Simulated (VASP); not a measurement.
**KScBr4: single point with PBE**

Crystal: KScBr4.

```
K Sc Br
1.0
     0.00000    4.58439    4.58439
     4.58439    0.00000    4.58439
     4.58439    4.58439    0.00000
K Sc Br
1 1 4
Direct
  0.25000 0.25000 0.25000
  0.00000 0.00000 0.00000
  0.62523 0.12430 0.62523
  0.62523 0.62523 0.12430
  0.62523 0.62523 0.62523
  0.12430 0.62523 0.62523
```

- Program: VASP 6.6.1
- Task: single point
- Functional: PBE
- Potentials or basis: VASP PAW PBE potentials, release 64 (K_sv, Sc_sv, Br)
- Cutoff: 520 eV
- k mesh: 4 × 4 × 4
- Occupations: gaussian, width 0.1 eV
- Spin: no spin polarisation
- Dipole correction: no
- Further INCAR settings: ALGO = Normal; EDIFF = 1e-06; NBANDS = 33

| Quantity | Value |
| --- | --- |
| Pressure | 0.0 GPa |
| Largest force | 0.006 eV/Å |
| Band gap on the k mesh | zero (band 24 reaches 1.95 eV, above the bottom of band 25 at 1.84 eV) |

Forces on the atoms (eV/Å):
```
K    0.000  0.000  0.000
Sc   0.000  0.000  0.000
Br  -0.003  0.003 -0.003
Br  -0.003 -0.003  0.003
Br   0.003  0.003  0.003
Br   0.003 -0.003 -0.003
```

Levels at points of the mesh, in eV from the Fermi level:
```csv
k point,band 20,band 21,band 22,band 23,band 24,band 25,band 26,band 27,band 28,band 29
"(0.00, 0.00, 0.00)",-0.79,-0.79,-0.57,0.08,0.08,0.08,0.24,0.24,0.24,0.42
"(0.50, 0.00, 0.00)",-2.28,-2.12,-0.77,-0.08,-0.08,-0.03,0.28,0.28,0.38,0.38
"(0.50, 0.50, 0.00)",-2.26,-2.17,-2.17,-0.15,-0.15,0.09,0.15,0.15,0.16,0.44
```

It took 45 s on 1 thread of Intel(R) Xeon(R) 6975P-C (Granite Rapids), with other jobs on the host, peak memory 0.34 GiB.
